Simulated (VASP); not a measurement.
# Cr (Im-3m) in VASP: notebook, part 3 of 3

VASP 6.6.1. The steps go on from the part before.

### Step 5. Single point, b88 exchange, pbe correlation, collinear spin, ferromagnetic start

This run uses another cell than the first one, of 11.51 Å³/atom.

Contents of INCAR:

```
SYSTEM = Cr
PREC = Accurate
ENCUT = 500
EDIFF = 1E-6
ISMEAR = -1
SIGMA = 0.05
LREAL = .FALSE.
LASPH = .TRUE.
NELM = 200
ALGO = Normal
ISIF = 2
LWAVE = .FALSE.
LCHARG = .TRUE.
ISPIN = 2
MAGMOM = 3
LORBIT = 11
LMAXMIX = 4
GGA = LIBXC
LIBXC1 = GGA_X_B88
LIBXC2 = GGA_C_PBE
LELF = .TRUE.
LVHAR = .TRUE.
NBANDS = 16
GGA_COMPAT = .FALSE.
```

Contents of KPOINTS:

```
regular mesh
0
G
  12 12 12
  0 0 0
```

Contents of POSCAR:

```
Cr
1.0
   -1.4223835407      1.4223835407      1.4223835407
    1.4223835407     -1.4223835407      1.4223835407
    1.4223835407      1.4223835407     -1.4223835407
Cr
1
Direct
    0.0000000000      0.0000000000      0.0000000000
```

Potentials or basis: VASP PAW PBE potentials, release 64 (Cr_pv).

Command:

```console
cat potpaw_PBE.64/Cr_pv/POTCAR > POTCAR
mpirun -np 1 vasp_std > vasp.out
```

OUTCAR:

```text
SYSTEM = Cr
   PREC = Accurate
   ENCUT = 500
   EDIFF = 1E-6
   ISMEAR = -1
   LREAL = .FALSE.
   LASPH = .TRUE.
   NELM = 200
   ISIF = 2
   ISPIN = 2
   LORBIT = 11
   GGA = LIBXC

 ion  position               nearest neighbor table
   1  0.000  0.000  0.000-

  LATTYP: Found a body centered cubic cell.
 ALAT       =     2.8447670814

  Lattice vectors:

 A1 = (  -1.4223835407,   1.4223835407,   1.4223835407)
 A2 = (   1.4223835407,  -1.4223835407,   1.4223835407)
 A3 = (   1.4223835407,   1.4223835407,  -1.4223835407)

Analysis of symmetry for initial positions (statically):
=====================================================================
 Subroutine PRICEL returns:
 Original cell was already a primitive cell.

 Routine SETGRP: Setting up the symmetry group for a
 body centered cubic supercell.

 Subroutine GETGRP returns: Found 48 space group operations
 (whereof 48 operations were pure point group operations)
 out of a pool of 48 trial point group operations.

The static configuration has the point symmetry O_h .

Analysis of symmetry for dynamics (positions and initial velocities):
=====================================================================
 Subroutine PRICEL returns:
 Original cell was already a primitive cell.

 Routine SETGRP: Setting up the symmetry group for a
 body centered cubic supercell.

 Subroutine GETGRP returns: Found 48 space group operations
 (whereof 48 operations were pure point group operations)
 out of a pool of 48 trial point group operations.

The dynamic configuration has the point symmetry O_h .

Analysis of structural, dynamic, and magnetic symmetry:
=====================================================================
 Subroutine PRICEL returns:
 Original cell was already a primitive cell.

 Routine SETGRP: Setting up the symmetry group for a
 body centered cubic supercell.

 Subroutine GETGRP returns: Found 48 space group operations
 (whereof 48 operations were pure point group operations)
 out of a pool of 48 trial point group operations.
[... 135 lines left out ...]
   NGX =  9   NGY =  9   NGZ =  9

 number of electron      11.9999996 magnetization      -0.0022223

 number of electron      11.9999996 magnetization       0.0000394

 Free energy of the ion-electron system (eV)
  ---------------------------------------------------
  ext. energy  EPLUGINS =         0.00000000
  ---------------------------------------------------
  free energy    TOTEN  =        -9.41436345 eV

  energy without entropy =       -9.41076826  energy(sigma->0) =       -9.41256585

 E-fermi :  10.9680     XC(G=0): -13.7047

 val. band max:       10.8607264339   @ k =   0.1667   0.0000   0.0000
 cond. band min:      11.0356111060   @ k =  -0.3333   0.3333   0.2500
 fundamental gap:      0.1748846721
 Fermi energy:        10.9679543840

 spin component 1

 k-point     1 :       0.0000    0.0000    0.0000
  band No.  band energies     occupation
      1     -31.7164      1.00000
      2     -31.7164      1.00000
      3     -31.7164      1.00000
      4       3.1375      1.00000
      5      10.0654      1.00000
      6      10.0654      1.00000
[... 435 lines left out ...]
      5       8.4409      1.00000
      6      10.8314      0.93879
[... 8 lines left out ...]
     15      42.9748      0.00000
     16      43.4809      0.00000

 [... further k-points ...]

 spin component 2

 k-point     1 :       0.0000    0.0000    0.0000
  band No.  band energies     occupation
      1     -31.7164      1.00000
      2     -31.7164      1.00000
      3     -31.7164      1.00000
      4       3.1376      1.00000
      5      10.0654      1.00000
      6      10.0654      1.00000
[... 435 lines left out ...]
      5       8.4409      1.00000
      6      10.8315      0.93876
[... 8 lines left out ...]
     15      42.9748      0.00000
     16      43.4809      0.00000

 [... further k-points ...]

------------------------ aborting loop because EDIFF is reached ----------------------------------------

  FORCE on cell =-STRESS in cart. coord.  units (eV):
  Direction    XX          YY          ZZ          XY          YZ          ZX
  --------------------------------------------------------------------------------------
  -------------------------------------------------------------------------------------
  Total       -0.0464970     -0.0464970     -0.0464970      0.0000000      0.0000000      0.0000000
  in kB       -6.4718093     -6.4718093     -6.4718093      0.0000000      0.0000000      0.0000000
  external PRESSURE =      -6.4718093 kB  Pullay stress =       0.0000000 kB

 VOLUME and BASIS-vectors are now :
 -----------------------------------------------------------------------------
  energy-cutoff  :      500.00
  volume of cell :       11.51
      direct lattice vectors                 reciprocal lattice vectors
    -1.422383541  1.422383541  1.422383541     0.000000000  0.351522628  0.351522628
     1.422383541 -1.422383541  1.422383541     0.351522628  0.000000000  0.351522628
     1.422383541  1.422383541 -1.422383541     0.351522628  0.351522628  0.000000000

 POSITION                                       TOTAL-FORCE (eV/Angst)
 -----------------------------------------------------------------------------------
      0.00000      0.00000      0.00000         0.000000      0.000000     -0.000000
 -----------------------------------------------------------------------------------
    total drift:                                0.000000      0.000000      0.000000

  FREE ENERGIE OF THE ION-ELECTRON SYSTEM (eV)
  ---------------------------------------------------
  free  energy   TOTEN  =        -9.4143634472 eV

  energy  without entropy=       -9.4107682593  energy(sigma->0) =       -9.41256585

 total charge

# of ion       s       p       d       tot
------------------------------------------
    1        0.438   6.402   4.234  11.074

 magnetization (x)

# of ion       s       p       d       tot
------------------------------------------
    1       -0.000   0.000   0.000   0.000
```

OSZICAR:

```text
N       E                     dE             d eps       ncg     rms          rms(c)
DAV:   1     0.790807851213E+02    0.79081E+02   -0.61103E+03  4768   0.838E+02
DAV:   2    -0.804802083775E+01   -0.87129E+02   -0.82810E+02  5040   0.242E+02
DAV:   3    -0.950654659122E+01   -0.14585E+01   -0.14550E+01  5144   0.344E+01
DAV:   4    -0.951136475000E+01   -0.48182E-02   -0.48181E-02  5464   0.197E+00
DAV:   5    -0.951139720273E+01   -0.32453E-04   -0.32453E-04  5232   0.145E-01    0.186E+01
DAV:   6    -0.936364093564E+01    0.14776E+00   -0.19533E+00  4696   0.248E+01    0.399E+00
DAV:   7    -0.941387507401E+01   -0.50234E-01   -0.15692E-01  4832   0.295E+00    0.231E+00
DAV:   8    -0.941781239963E+01   -0.39373E-02   -0.57060E-03  4976   0.857E-01    0.915E-01
DAV:   9    -0.941402878664E+01    0.37836E-02   -0.20381E-03  5096   0.463E-01    0.275E-01
DAV:  10    -0.941435921471E+01   -0.33043E-03   -0.32476E-04  4936   0.158E-01    0.474E-02
DAV:  11    -0.941436924475E+01   -0.10030E-04   -0.16710E-05  5448   0.286E-02    0.208E-02
DAV:  12    -0.941436604394E+01    0.32008E-05   -0.93635E-07  4128   0.711E-03    0.808E-03
DAV:  13    -0.941436344937E+01    0.25946E-05   -0.74312E-07  3368   0.555E-03    0.188E-03
DAV:  14    -0.941436344720E+01    0.21732E-08   -0.45199E-08  2360   0.238E-03
   1 F= -.94143634E+01 E0= -.94125659E+01  d E =-.359519E-02  mag=    -0.0000
```

stdout:

```text
POSCAR found type information on POSCAR Cr
 POSCAR found :  1 types and       1 ions
 scaLAPACK will be used
 -----------------------------------------------------------------------------
|                                                                             |
|                                                                             |
|     You enforced a specific xc type in the INCAR file but a different       |
|     I HOPE YOU KNOW WHAT YOU ARE DOING!                                     |
|                                                                             |
 -----------------------------------------------------------------------------

 LDA part: xc-table for (None,None), standard interpolation
 POSCAR, INCAR and KPOINTS ok, starting setup
 FFT: planning ... GRIDC
 FFT: planning ... GRID_SOFT
 FFT: planning ... GRID
 WAVECAR not read
 entering main loop
```

Run time: 24 s. Hardware: 1 thread of Intel Xeon Platinum 8259CL at 2.50GHz (Skylake/Cascade Lake), shared host; peak memory 0.13 GiB.

Results:

| Quantity | Value |
| --- | --- |
| Free energy | -9.4144 eV |
| Pressure | -0.6 GPa |
| Band gap on the k mesh | zero (filled and empty bands overlap) |
| Net moment | 0.00 μB per cell |
| Valence electrons inside the program's atomic spheres | Cr 11.07 |

Caveat: an empty level that is flat over the whole mesh can mark a ghost state of the potentials, or a narrow d or f band; the PAW data sets were made with another functional, which shifts forces and pressure a little.

### Step 6. Relaxation of cell and atoms, b88 exchange, pbe correlation, collinear spin, ferromagnetic start

Contents of INCAR:

```
PREC = Accurate
ENCUT = 500
EDIFF = 1E-7
ISMEAR = -1
SIGMA = 0.05
LREAL = False
LASPH = True
NELM = 200
ALGO = Normal
ISIF = 3
LWAVE = False
LCHARG = False
ISPIN = 2
MAGMOM = 3
LORBIT = 11
LMAXMIX = 4
GGA = LIBXC
LIBXC1 = GGA_X_B88
LIBXC2 = GGA_C_PBE
IBRION = 2
NSW = 60
EDIFFG = -0.01
GGA_COMPAT = False
NELMIN = 4
```

Contents of KPOINTS:

```
regular mesh
0
Gamma
  12 12 12
```

Contents of POSCAR:

```
Cr
1.0
   -1.4844496776      1.4844496776      1.4844496776
    1.4844496776     -1.4844496776      1.4844496776
    1.4844496776      1.4844496776     -1.4844496776
Cr
1
Direct
    0.0000000000      0.0000000000      0.0000000000
```

Potentials or basis: VASP PAW PBE potentials, release 64 (Cr_pv).

Command:

```console
cat potpaw_PBE.64/Cr_pv/POTCAR > POTCAR
mpirun -np 1 vasp_std > vasp.out
```

Wall time 1.7 min (1 thread of Intel Xeon Platinum 8259CL at 2.50GHz (Skylake/Cascade Lake), shared host); peak memory 0.15 GiB.

Results (log left out):

| Property | Result |
| --- | --- |
| Free energy | -9.4152 eV |
| Relaxed volume | 11.49 Å³/atom |
| Relaxed cell | a = 2.462 Å, b = 2.462 Å, c = 2.462 Å, α = 109.47°, β = 109.47°, γ = 109.47° |
| Space group after relaxing (to 0.1 Å) | Im-3m (No. 229) |
| Energy gained by relaxing | 142.1 meV/atom |
| Ionic steps | 7 |
| Pressure after relaxing | 0.0 GPa |
| Band gap on the k mesh | zero (filled and empty bands overlap) |
| Net moment | 0.00 μB per cell |
| Valence electrons inside the program's atomic spheres | Cr 11.08 |

Step by step:
```tsv
step	energy change (eV)	largest force (eV/Å)	pressure (GPa)	volume (Å³)
1	0.0000	0.0000	-25.45	13.08
2	0.2325	0.0000	72.13	9.53
3	-0.1417	0.0000	-1.69	11.57
4	-0.1420	0.0000	-0.37	11.51
5	-0.1420	0.0000	0.31	11.48
6	-0.1420	0.0000	-0.43	11.51
7	-0.1421	0.0000	0.02	11.49
```

Final structure:
```
Cr
1.0
    -1.42149    1.42149    1.42149
     1.42149   -1.42149    1.42149
     1.42149    1.42149   -1.42149
Cr
1
Direct
  0.00000 0.00000 0.00000
```

Levels at points of the mesh, in eV from the Fermi level:
Spin up:
```
           k point  band 3  band 4  band 5  band 6  band 7  band 8  band 9  band 10
(0.00, 0.00, 0.00)  -42.68   -7.84   -0.91   -0.91   -0.91    1.17    1.17     7.10
(0.50, 0.00, 0.00)  -42.69   -4.43   -2.46    1.17    1.18    1.52    2.87     7.10
(0.50, 0.50, 0.50)  -43.32   -4.31   -4.31    2.48    2.48    2.48    7.10    10.68
```
Spin down:
| k point | band 2 | band 3 | band 4 | band 5 | band 6 | band 7 | band 8 | band 9 | band 10 | band 11 |
| --- | --- | --- | --- | --- | --- | --- | --- | --- | --- | --- |
| (0.00, 0.00, 0.00) | -42.68 | -42.68 | -7.84 | -0.91 | -0.91 | -0.91 | 1.17 | 1.17 | 7.10 | 22.40 |
| (0.50, 0.00, 0.00) | -42.98 | -42.69 | -4.43 | -2.46 | 1.17 | 1.18 | 1.52 | 2.87 | 7.10 | 10.01 |
| (0.50, 0.50, 0.50) | -43.32 | -43.32 | -4.31 | -4.31 | 2.48 | 2.48 | 2.48 | 7.10 | 10.68 | 10.68 |

Caveat: an empty level that is flat over the whole mesh can mark a ghost state of the potentials, or a narrow d or f band; the PAW data sets were made with another functional, which shifts forces and pressure a little.
